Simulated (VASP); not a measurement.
# PbS (Fm-3m) in VASP: further runs, part 2 of 2

VASP 6.6.1. Earlier steps stand in the parts before.

### 4 Single point, BHLYP

POSCAR

```
PbS
1.0
    0.0000000000      3.0239167281      3.0239167281
    3.0239167281      0.0000000000      3.0239167281
    3.0239167281      3.0239167281      0.0000000000
Pb S
1 1
Direct
    0.0000000000      0.0000000000      0.0000000000
    0.5000000000      0.5000000000      0.5000000000
```

INCAR.step1

```
PREC = Accurate
ENCUT = 520
EDIFF = 1E-5
ISMEAR = -1
SIGMA = 0.05
LREAL = F
LASPH = T
NELM = 100
ALGO = Normal
ISIF = 2
LWAVE = T
NBANDS = 17
GGA = PE
```

INCAR.step2

```
PREC = Accurate
ENCUT = 520
EDIFF = 1E-7
ISMEAR = -1
SIGMA = 0.05
LREAL = F
LASPH = T
NELM = 100
ALGO = Normal
ISIF = 2
LWAVE = F
LCHARG = T
GGA = B5
LHFCALC = T
AEXX = 0.5
ALDAX = 0.5
AGGAX = 0.5
AGGAC = 1.0
ALDAC = 0.0
PRECFOCK = Normal
LELF = T
LVHAR = T
NBANDS = 17
ISTART = 1
```

KPOINTS

```
regular mesh
0
Gamma
  4 4 4
```

Potentials or basis: VASP PAW PBE potentials, release 64 (Pb_d, S).

Command:

```console
$ cat potpaw_PBE.64/Pb_d/POTCAR potpaw_PBE.64/S/POTCAR > POTCAR
$ cp INCAR.step1 INCAR
$ mpirun -np 1 vasp_std > vasp.out
$ cp INCAR.step2 INCAR
$ mpirun -np 1 vasp_std > vasp.out
```

OUTCAR:

```text
PREC = Accurate
   ENCUT = 520
   EDIFF = 1E-7
   ISMEAR = -1
   LREAL = F
   LASPH = T
   NELM = 100
   ISIF = 2
   GGA = B5
   LHFCALC = T
   AEXX = 0.5
   PRECFOCK = Normal
   ISTART = 1

 ion  position               nearest neighbor table
   1  0.000  0.000  0.000-   2 3.02   2 3.02   2 3.02   2 3.02   2 3.02   2 3.02
   2  0.500  0.500  0.500-   1 3.02   1 3.02   1 3.02   1 3.02   1 3.02   1 3.02

  LATTYP: Found a face centered cubic cell.
[... 338 lines left out ...]

------------------------ aborting loop because EDIFF is reached ----------------------------------------

  FORCE on cell =-STRESS in cart. coord.  units (eV):
  Direction    XX          YY          ZZ          XY          YZ          ZX
  --------------------------------------------------------------------------------------
  -------------------------------------------------------------------------------------
  Total       -0.0302229     -0.0302229     -0.0302229     -0.0000000     -0.0000000      0.0000000
  in kB       -0.8756043     -0.8756043     -0.8756043     -0.0000000     -0.0000000      0.0000000
  external PRESSURE =      -0.8756043 kB  Pullay stress =       0.0000000 kB

 VOLUME and BASIS-vectors are now :
 -----------------------------------------------------------------------------
  energy-cutoff  :      520.00
  volume of cell :       55.30
      direct lattice vectors                 reciprocal lattice vectors
     0.000000000  3.023916728  3.023916728    -0.165348469  0.165348469  0.165348469
     3.023916728  0.000000000  3.023916728     0.165348469 -0.165348469  0.165348469
     3.023916728  3.023916728  0.000000000     0.165348469  0.165348469 -0.165348469

 POSITION                                       TOTAL-FORCE (eV/Angst)
 -----------------------------------------------------------------------------------
      0.00000      0.00000      0.00000         0.000000     -0.000000     -0.000000
      3.02392      3.02392      3.02392        -0.000000      0.000000      0.000000
 -----------------------------------------------------------------------------------
    total drift:                               -0.000001     -0.000001     -0.000001

  FREE ENERGIE OF THE ION-ELECTRON SYSTEM (eV)
  ---------------------------------------------------
  free  energy   TOTEN  =       -13.2640586979 eV

  energy  without entropy=      -13.2640586979  energy(sigma->0) =      -13.26405870
```

OUTCAR.step1:

```text
PREC = Accurate
   ENCUT = 520
   EDIFF = 1E-5
   ISMEAR = -1
   LREAL = F
[... 362 lines left out ...]
      0.00000      0.00000      0.00000         0.000000      0.000000      0.000000
      3.02392      3.02392      3.02392         0.000000      0.000000      0.000000
 -----------------------------------------------------------------------------------
    total drift:                                0.000000     -0.000000     -0.000000

  FREE ENERGIE OF THE ION-ELECTRON SYSTEM (eV)
  ---------------------------------------------------
  free  energy   TOTEN  =        -8.7542579233 eV

  energy  without entropy=       -8.7539523793  energy(sigma->0) =       -8.75410515
```

OSZICAR.step1:

```text
N       E                     dE             d eps       ncg     rms          rms(c)
DAV:   1     0.156066618325E+03    0.15607E+03   -0.98119E+03   280   0.120E+03
DAV:   2     0.253525178791E+01   -0.15353E+03   -0.14735E+03   273   0.319E+02
DAV:   3    -0.901620978927E+01   -0.11551E+02   -0.11492E+02   356   0.894E+01
DAV:   4    -0.928360679338E+01   -0.26740E+00   -0.26719E+00   349   0.160E+01
DAV:   5    -0.929295125549E+01   -0.93445E-02   -0.93440E-02   383   0.280E+00    0.422E+00
DAV:   6    -0.874910972553E+01    0.54384E+00   -0.16663E+00   427   0.796E+00    0.299E+00
DAV:   7    -0.875094059105E+01   -0.18309E-02   -0.13933E-01   317   0.183E+00    0.179E+00
DAV:   8    -0.875460190728E+01   -0.36613E-02   -0.17375E-02   329   0.136E+00    0.364E-01
DAV:   9    -0.875401127581E+01    0.59063E-03   -0.37785E-03   420   0.485E-01    0.106E-01
DAV:  10    -0.875425659348E+01   -0.24532E-03   -0.40071E-04   298   0.112E-01    0.822E-02
DAV:  11    -0.875425792326E+01   -0.13298E-05   -0.61588E-05   375   0.842E-02
   1 F= -.87542579E+01 E0= -.87541052E+01  d E =-.305544E-03
```

It took 9.8 min on 1 thread of Intel Xeon Platinum 8375C at 2.90GHz (Ice Lake), shared host; peak memory 0.19 GiB.

What came out:

* Free energy: -13.2641 eV
* Pressure: -0.1 GPa
* Band gap on the k mesh: 3.08 eV

Levels at points of the mesh, in eV from the valence-band top:
```
           k point  band 7  band 8  band 9  band 10  band 11  band 12  band 13  band 14
(0.00, 0.00, 0.00)   -6.94   -2.53   -2.53    -2.53     8.22     8.22     8.22    10.06
(0.50, 0.00, 0.00)  -10.12   -2.12   -2.12     0.00     3.08     4.72     4.72    12.06
(0.50, 0.50, 0.00)   -8.19   -5.85   -3.92    -3.92     6.99     8.78     8.79     8.79
```

Caveat: the k points lie up to 0.45 Å⁻¹ apart; the PAW data sets were made with another functional, which shifts forces and pressure a little; spin-orbit coupling is left out, which moves the levels of the heavy elements.

### 5 Single point, BHLYP

This run uses another cell than the first one, of 26.09 Å³/atom.

POSCAR

```
PbS
1.0
    0.0000000000      2.9657500000      2.9657500000
    2.9657500000      0.0000000000      2.9657500000
    2.9657500000      2.9657500000      0.0000000000
Pb S
1 1
Direct
    0.0000000000      0.0000000000      0.0000000000
    0.5000000000      0.5000000000      0.5000000000
```

INCAR.step1

```
PREC = Accurate ; ENCUT = 520
EDIFF = 1E-5 ; ISMEAR = -1
SIGMA = 0.05 ; LREAL = False
LASPH = True ; NELM = 100
ALGO = Normal ; ISIF = 2
LWAVE = True ; LCHARG = False
NBANDS = 17 ; GGA = PE
```

INCAR.step2

```
PREC = Accurate ; ENCUT = 520
EDIFF = 1E-7 ; ISMEAR = -1
SIGMA = 0.05 ; LREAL = False
LASPH = True ; NELM = 100
ALGO = Normal ; ISIF = 2
LWAVE = False ; LCHARG = False
GGA = B5 ; LHFCALC = True
AEXX = 0.5 ; ALDAX = 0.5
AGGAX = 0.5 ; AGGAC = 1.0
ALDAC = 0.0 ; PRECFOCK = Normal
NBANDS = 17 ; ISTART = 1
```

KPOINTS

```
Automatic mesh
0
Gamma
  5 5 5
```

Command:

```console
$ cat potpaw_PBE.64/Pb_d/POTCAR potpaw_PBE.64/S/POTCAR > POTCAR
$ cp INCAR.step1 INCAR
$ mpirun -np 1 vasp_std > vasp.out
$ cp INCAR.step2 INCAR
$ mpirun -np 1 vasp_std > vasp.out
```

Run time: 24 min. Hardware: 1 thread of Intel Xeon Platinum 8375C at 2.90GHz (Ice Lake), shared host; peak memory 0.19 GiB.

Results (log left out):

- Free energy: -13.1961 eV
- Pressure: 3.6 GPa

Levels at points of the mesh, in eV from the Fermi level:
```csv
k point,band 7,band 8,band 9,band 10,band 11,band 12,band 13,band 14
"(0.00, 0.00, 0.00)",-7.78,-3.82,-3.82,-3.82,7.46,7.46,7.46,8.96
```

Caveat: this odd mesh misses L, so gap, dielectric constants and Born charges aren't listed; the cell stands under pressure; the PAW data sets were made with another functional, which shifts forces and pressure a little; spin-orbit coupling is left out, which moves the levels of the heavy elements.

### 6 The runs side by side

| level | spin | cell | k mesh | grid for exact exchange (PRECFOCK) | share of exact exchange | gap on the mesh (eV) | pressure (GPa) |
| --- | --- | --- | --- | --- | --- | --- | --- |
| PBE | non-collinear, zero start, SOC | a = 4.276 Å, angles 60.0°, 2 atoms | 8 × 8 × 8 | - | - | - | -1.2 |
| BHLYP | off | a = 4.249 Å, angles 60.0°, 2 atoms | 4 × 4 × 4 | Normal | 0.5 | 3.00 | 1.0 |
| BHLYP | off | a = 4.276 Å, angles 60.0°, 2 atoms | 4 × 4 × 4 | Normal | 0.5 | 3.08 | -0.1 |
| BHLYP | off | a = 4.194 Å, angles 60.0°, 2 atoms | 5 × 5 × 5 | Normal | 0.5 | - | 3.6 |

Alike in all rows: task single point; potentials or basis VASP PAW PBE potentials, release 64 (Pb_d, S); cutoff (eV) 520; smearing fermi-dirac 0.05 eV.

Caveats: some runs use coarse meshes; the PAW data sets were made with another functional, which shifts forces and pressure a little (at least some runs); spin-orbit coupling is left out, which moves the levels of the heavy elements (at least some runs); the cell stands under pressure (at least some runs).

Total energies depend on the potentials used, so only differences within one code and one set of settings carry meaning.
